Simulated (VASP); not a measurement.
# Cu (Pm-3n) in VASP: a series of runs

Runs on Cu. Level: PBEsol. Tasks: single point, relaxation of cell and atoms.

Program: VASP 6.6.1. These are calculated values, not measurements. Logs are shortened: lines on timing, memory, paths and dates and some standing lists are left out, and cuts for length are marked.

### 1 The cell of the first run

Symmetry: Pm-3n, No. 223, cubic system. Conventional cell: a = 4.529 Å, b = 4.529 Å, c = 4.529 Å, α = 90.00°, β = 90.00°, γ = 90.00°. Within 3.3 Å of Cu (site symmetry m-3) lie 12 Cu at 2.53 Å. Cu (site symmetry -4m2) has 14 Cu at 2.26 to 2.77 Å within 3.0 Å.

### 2 Single point, PBEsol

The input, INCAR:

```
PREC = Accurate ; ENCUT = 520
EDIFF = 1E-7 ; ISMEAR = -1
SIGMA = 0.1 ; LREAL = F
LASPH = T ; NELM = 60
ALGO = Normal ; ISIF = 2
LWAVE = F ; LCHARG = T
GGA = PS ; LELF = T
LVHAR = T ; NBANDS = 54
```

The input, KPOINTS:

```
Automatic mesh
0
Gamma
  6 6 6
```

The input, POSCAR:

```
Cu
1.0
    4.5289271016      0.0000000000      0.0000000000
    0.0000000000      4.5289271016      0.0000000000
    0.0000000000      0.0000000000      4.5289271016
Cu
8
Direct
    0.0000000000      0.0000000000      1.0000000000
    0.5000000000      0.5000000000      0.5000000000
    0.2500000000      1.0000000000      0.5000000000
    0.7500000000      1.0000000000      0.5000000000
    0.5000000000      0.2500000000      0.0000000000
    0.5000000000      0.7500000000      1.0000000000
    0.0000000000      0.5000000000      0.2500000000
    0.0000000000      0.5000000000      0.7500000000
```

Potentials or basis: VASP PAW PBE potentials, release 64 (Cu).

On the command line:

```sh
> cat potpaw_PBE.64/Cu/POTCAR > POTCAR
> mpirun -np 1 vasp_std > vasp.out
```

OUTCAR:

```text
PREC = Accurate
   ENCUT = 520
   EDIFF = 1E-7
   ISMEAR = -1
   LREAL = F
   LASPH = T
   NELM = 60
   ISIF = 2
   GGA = PS

 ion  position               nearest neighbor table
   1  0.000  0.000  0.000-   3 2.53   4 2.53   5 2.53   6 2.53   7 2.53   8 2.53   3 2.53   4 2.53
                             7 2.53   8 2.53   5 2.53   6 2.53
   2  0.500  0.500  0.500-   3 2.53   4 2.53   5 2.53   6 2.53   7 2.53   8 2.53   5 2.53   6 2.53
                             3 2.53   4 2.53   7 2.53   8 2.53
   3  0.250  0.000  0.500-   4 2.26   4 2.26   1 2.53   1 2.53   2 2.53   2 2.53   5 2.77   6 2.77
                             6 2.77   5 2.77   8 2.77   7 2.77   8 2.77   7 2.77
   4  0.750  0.000  0.500-   3 2.26   3 2.26   1 2.53   1 2.53   2 2.53   2 2.53   5 2.77   6 2.77
                             6 2.77   5 2.77   8 2.77   7 2.77   8 2.77   7 2.77
   5  0.500  0.250  0.000-   6 2.26   6 2.26   1 2.53   2 2.53   2 2.53   1 2.53   3 2.77   4 2.77
                             3 2.77   4 2.77   8 2.77   7 2.77   7 2.77   8 2.77
   6  0.500  0.750  0.000-   5 2.26   5 2.26   1 2.53   2 2.53   2 2.53   1 2.53   3 2.77   4 2.77
                             3 2.77   4 2.77   8 2.77   7 2.77   7 2.77   8 2.77
   7  0.000  0.500  0.250-   8 2.26   8 2.26   1 2.53   2 2.53   1 2.53   2 2.53   3 2.77   4 2.77
                             5 2.77   3 2.77   4 2.77   6 2.77   5 2.77   6 2.77
   8  0.000  0.500  0.750-   7 2.26   7 2.26   1 2.53   2 2.53   1 2.53   2 2.53   3 2.77   4 2.77
                             5 2.77   3 2.77   4 2.77   6 2.77   5 2.77   6 2.77

  LATTYP: Found a simple cubic cell.
 ALAT       =     4.5289271016

  Lattice vectors:

 A1 = (   4.5289271016,   0.0000000000,   0.0000000000)
 A2 = (   0.0000000000,   4.5289271016,   0.0000000000)
 A3 = (   0.0000000000,   0.0000000000,   4.5289271016)

Analysis of symmetry for initial positions (statically):
=====================================================================
 Subroutine PRICEL returns:
 Original cell was already a primitive cell.

 Routine SETGRP: Setting up the symmetry group for a
 simple cubic supercell.

 Subroutine GETGRP returns: Found 48 space group operations
 (whereof 24 operations were pure point group operations)
 out of a pool of 48 trial point group operations.

The static configuration has the point symmetry T_h .
 The point group associated with its full space group is O_h .

Analysis of symmetry for dynamics (positions and initial velocities):
=====================================================================
 Subroutine PRICEL returns:
 Original cell was already a primitive cell.

 Routine SETGRP: Setting up the symmetry group for a
 simple cubic supercell.

 Subroutine GETGRP returns: Found 48 space group operations
 (whereof 24 operations were pure point group operations)
[... 120 lines left out ...]
   PSTRESS=    0.0 pullay stress
   NELECT =      88.0000    total number of electrons
   NUPDOWN=      -1.0000    fix difference up-down
   EMIN   =  10.00;   EMAX   =-10.00  energy-range for DOS
   EFERMI =   0.00;   METHOD = LEGACY
   ISMEAR =    -1;   SIGMA  =   0.10  broadening in eV -4-tet -1-fermi 0-gaus
   EFERMI_NEDOS =   21; number of points for ismear=-14 and -15
   IALGO  =     38    algorithm
   IMIX   =      4    mixing-type and parameters
     AMIX     =   0.40;   BMIX     =  1.00
     AMIX_MAG =   1.60;   BMIX_MAG =  1.00
  volume/ion in A,a.u.               =      11.61        78.36
  Fermi-wavevector in a.u.,A,eV,Ry     =   1.607831  3.038360 35.172699  2.585120
  Thomas-Fermi vector in A             =   2.703797
   LORBIT       =      0    0 simple, 1 ext, 2 COOP (PROOUT), +10 PAW based schemes
   GGA     = PS    functional components
   LHFCALC =     F    Hartree Fock is set to
   AEXX    =    0.0000 exact exchange contribution
   IVDW    =     0    specifies the selected vdW correction
   LEPSILON=     F    determine dielectric tensor
   LRPA    =     F    only Hartree local field effects (RPA)
 non-spin polarized calculation
  energy-cutoff  :      520.00
  volume of cell :       92.89
 maximum number of plane-waves:      2518
 NGX is ok and might be reduce to    36
   NGX = 17   NGY = 17   NGZ = 17

 number of electron      88.0000041 magnetization

 Free energy of the ion-electron system (eV)
  ---------------------------------------------------
  ext. energy  EPLUGINS =         0.00000000
  ---------------------------------------------------
  free energy    TOTEN  =       -33.61059272 eV

  energy without entropy =      -33.51349534  energy(sigma->0) =      -33.56204403

 E-fermi :   7.6707     XC(G=0): -12.9957

 val. band max:        7.6109333092   @ k =   0.5000   0.1667   0.1667
 cond. band min:       7.6710184625   @ k =   0.1667   0.0000   0.0000
 fundamental gap:      0.0600851533
 Fermi energy:         7.6707422668

 k-point     1 :       0.0000    0.0000    0.0000
  band No.  band energies     occupation
      1      -1.9036      2.00000
      2       2.2884      2.00000
      3       2.2884      2.00000
      4       2.7936      2.00000
      5       3.3193      2.00000
      6       3.3193      2.00000
[... 1129 lines left out ...]
     53      20.1778      0.00000
     54      20.1808      0.00000

------------------------ aborting loop because EDIFF is reached ----------------------------------------

  FORCE on cell =-STRESS in cart. coord.  units (eV):
  Direction    XX          YY          ZZ          XY          YZ          ZX
  --------------------------------------------------------------------------------------
  -------------------------------------------------------------------------------------
  Total        0.3622442      0.3622442      0.3622442     -0.0000000      0.0000000      0.0000000
  in kB        6.2477850      6.2477850      6.2477850     -0.0000000      0.0000000      0.0000000
  external PRESSURE =       6.2477850 kB  Pullay stress =       0.0000000 kB

 VOLUME and BASIS-vectors are now :
 -----------------------------------------------------------------------------
  energy-cutoff  :      520.00
  volume of cell :       92.89
      direct lattice vectors                 reciprocal lattice vectors
     4.528927102  0.000000000  0.000000000     0.220802847  0.000000000  0.000000000
     0.000000000  4.528927102  0.000000000     0.000000000  0.220802847  0.000000000
     0.000000000  0.000000000  4.528927102     0.000000000  0.000000000  0.220802847

 POSITION                                       TOTAL-FORCE (eV/Angst)
 -----------------------------------------------------------------------------------
      0.00000      0.00000      0.00000        -0.000000     -0.000000     -0.000000
      2.26446      2.26446      2.26446        -0.000000     -0.000000     -0.000000
      1.13223      0.00000      2.26446         0.000000     -0.000000      0.000000
      3.39670      0.00000      2.26446        -0.000000      0.000000     -0.000000
      2.26446      1.13223      0.00000        -0.000000     -0.000000     -0.000000
      2.26446      3.39670      0.00000         0.000000     -0.000000     -0.000000
      0.00000      2.26446      1.13223        -0.000000     -0.000000     -0.000000
      0.00000      2.26446      3.39670         0.000000      0.000000     -0.000000
 -----------------------------------------------------------------------------------
    total drift:                                0.000000      0.000000     -0.000000

  FREE ENERGIE OF THE ION-ELECTRON SYSTEM (eV)
  ---------------------------------------------------
  free  energy   TOTEN  =       -33.6105927183 eV

  energy  without entropy=      -33.5134953426  energy(sigma->0) =      -33.56204403
```

stdout:

```text
POSCAR found type information on POSCAR Cu
 POSCAR found :  1 types and       8 ions
 scaLAPACK will be used
 -----------------------------------------------------------------------------
|                                                                             |
|                                                                             |
|     You enforced a specific xc type in the INCAR file but a different       |
|     I HOPE YOU KNOW WHAT YOU ARE DOING!                                     |
|                                                                             |
 -----------------------------------------------------------------------------

 LDA part: xc-table for (Slater+PW92), standard interpolation
 POSCAR, INCAR and KPOINTS ok, starting setup
 FFT: planning ... GRIDC
 FFT: planning ... GRID_SOFT
 FFT: planning ... GRID
 WAVECAR not read
 entering main loop
```

It took 2.4 min on 1 thread of Intel Xeon Platinum 8488C (Sapphire Rapids), shared host; peak memory 0.22 GiB.

What came out:

* Free energy: -33.6106 eV
* Pressure: 0.6 GPa
* Band gap on the k mesh: zero (bands 44 and 45 overlap by 1.75 eV)

Caveat: the PAW data sets were made with another functional, which shifts forces and pressure a little.

### 3 Single point, PBEsol

The input, INCAR:

```
ALGO = Normal ; EDIFF = 1E-6
ENCUT = 520 ; GGA = PS
ISIF = 2 ; ISMEAR = -1
LASPH = True ; LCHARG = True
LELF = True ; LREAL = False
LVHAR = True ; LWAVE = False
NBANDS = 54 ; NELM = 60
PREC = Accurate ; SIGMA = 0.1
```

The input, KPOINTS:

```
k-points
0
Gamma
  8 8 8
```

POSCAR is that of step 2.

Potentials or basis: VASP PAW PBE potentials, release 64 (Cu).

On the command line:

```sh
> cat potpaw_PBE.64/Cu/POTCAR > POTCAR
> mpirun -np 1 vasp_std > vasp.out
```

Run time: 3.6 min. Hardware: 1 thread of Intel Xeon Platinum 8488C (Sapphire Rapids), shared host; peak memory 0.26 GiB.

It converged, with:

| Quantity | Value |
| --- | --- |
| Free energy | -33.6136 eV |
| Pressure | 0.7 GPa |
| Band gap on the k mesh | zero (bands 44 and 45 overlap by 1.75 eV) |

Levels at points of the mesh, in eV from the Fermi level:
```
           k point  band 40  band 41  band 42  band 43  band 44  band 45  band 46  band 47  band 48  band 49
(0.00, 0.00, 0.00)    -1.68    -1.68    -0.16    -0.16    -0.16     1.09     1.09     1.27     6.56     6.56
(0.50, 0.00, 0.00)    -1.69    -1.45    -1.45     0.71     0.71     1.02     1.02     2.85     2.85     3.34
(0.50, 0.50, 0.00)    -1.79    -1.69    -1.57    -1.57    -1.38     1.08     2.67     2.67     3.49     4.22
(0.50, 0.50, 0.50)    -1.89    -1.04    -1.04    -1.04    -1.04    -1.04    -1.04    -0.83    -0.83    12.48
```

Caveat: the PAW data sets were made with another functional, which shifts forces and pressure a little.

### 4 Relaxation of cell and atoms, PBEsol

This run uses another cell than the first one, of 11.81 Å³/atom.

The input, INCAR:

```
SYSTEM = Cu
PREC = Accurate
ENCUT = 600
EDIFF = 1E-6
ISMEAR = -1
SIGMA = 0.1
LREAL = .False.
LASPH = .True.
NELM = 80
ALGO = Normal
ISIF = 3
LWAVE = .False.
LCHARG = .False.
GGA = PS
IBRION = 2
NSW = 80
EDIFFG = -0.01
```

The input, KPOINTS:

```
Automatic mesh
0
Gamma
  6 6 6
  0 0 0
```

The input, POSCAR:

```
Cu
1.0
    4.5545641985      0.0000000000      0.0000000000
    0.0000000000      4.5545641985      0.0000000000
    0.0000000000      0.0000000000      4.5545641985
Cu
8
Direct
    0.0000000000      0.0000000000      0.0000000000
    0.5000000000      0.5000000000      0.5000000000
    0.2500000000      0.0000000000      0.5000000000
    0.7500000000      0.0000000000      0.5000000000
    0.5000000000      0.2500000000      0.0000000000
    0.5000000000      0.7500000000      0.0000000000
    0.0000000000      0.5000000000      0.2500000000
    0.0000000000      0.5000000000      0.7500000000
```

On the command line:

```sh
> cat potpaw_PBE.64/Cu/POTCAR > POTCAR
> mpirun -np 1 vasp_std > vasp.out
```

Wall time 4.2 min (1 thread of Intel Xeon Platinum 8488C (Sapphire Rapids), shared host); peak memory 0.25 GiB.

It converged, with:

```yaml
Free_energy: -33.6131 eV
Relaxed_volume: 11.66 Å³/atom
Relaxed_cell: a = 4.536 Å, b = 4.536 Å, c = 4.536 Å, α = 90.00°, β = 90.00°, γ = 90.00°
Space_group_after_relaxing_to_0.1_Å: Pm-3n (No. 223)
Energy_gained_by_relaxing: 0.8 meV/atom
Ionic_steps: 3
Pressure_after_relaxing: 0.0 GPa
Band_gap_on_the_k_mesh: zero (bands 44 and 45 overlap by 1.75 eV)
```

The path:
| step | energy change (eV) | largest force (eV/Å) | pressure (GPa) | volume (Å³) |
| --- | --- | --- | --- | --- |
| 1 | 0.0000 | 0.0000 | -1.66 | 94.48 |
| 2 | -0.0053 | 0.0000 | 0.99 | 92.81 |
| 3 | -0.0067 | 0.0000 | 0.03 | 93.30 |

Final structure:
```
CELL_PARAMETERS angstrom
4.53551 0.00000 0.00000
0.00000 4.53551 0.00000
0.00000 0.00000 4.53551
ATOMIC_POSITIONS crystal
Cu 0.00000 0.00000 0.00000
Cu 0.50000 0.50000 0.50000
Cu 0.25000 0.00000 0.50000
Cu 0.75000 0.00000 0.50000
Cu 0.50000 0.25000 0.00000
Cu 0.50000 0.75000 0.00000
Cu 0.00000 0.50000 0.25000
Cu 0.00000 0.50000 0.75000
```

Levels at points of the mesh, in eV from the Fermi level:
| k point | band 41 | band 42 | band 43 | band 44 | band 45 | band 46 | band 47 | band 48 |
| --- | --- | --- | --- | --- | --- | --- | --- | --- |
| (0.00, 0.00, 0.00) | -1.66 | -0.14 | -0.14 | -0.14 | 1.10 | 1.10 | 1.28 | 6.57 |
| (0.50, 0.00, 0.00) | -1.43 | -1.43 | 0.73 | 0.73 | 1.04 | 1.04 | 2.86 | 2.86 |
| (0.50, 0.50, 0.00) | -1.67 | -1.55 | -1.55 | -1.36 | 1.10 | 2.69 | 2.69 | 3.50 |
| (0.50, 0.50, 0.50) | -1.02 | -1.02 | -1.02 | -1.02 | -1.02 | -1.02 | -0.81 | -0.81 |

Caveat: the PAW data sets were made with another functional, which shifts forces and pressure a little.

### 5 Overview

| task | cell | k mesh | cutoff (eV) | gap on the mesh (eV) | pressure (GPa) |
| --- | --- | --- | --- | --- | --- |
| single point | a = 4.529 Å, 8 atoms | 6 × 6 × 6 | 520 | none | 0.6 |
| single point | a = 4.529 Å, 8 atoms | 8 × 8 × 8 | 520 | none | 0.7 |
| relaxation of cell and atoms | relaxed from a = 4.555 Å, 8 atoms | 6 × 6 × 6 | 600 | none | 0.0 |

Alike in all rows: level PBEsol; potentials or basis VASP PAW PBE potentials, release 64 (Cu); no spin polarisation; smearing fermi-dirac 0.1 eV.

Caveats: the PAW data sets were made with another functional, which shifts forces and pressure a little.

Absolute energies hang on the potentials; compare differences alone.
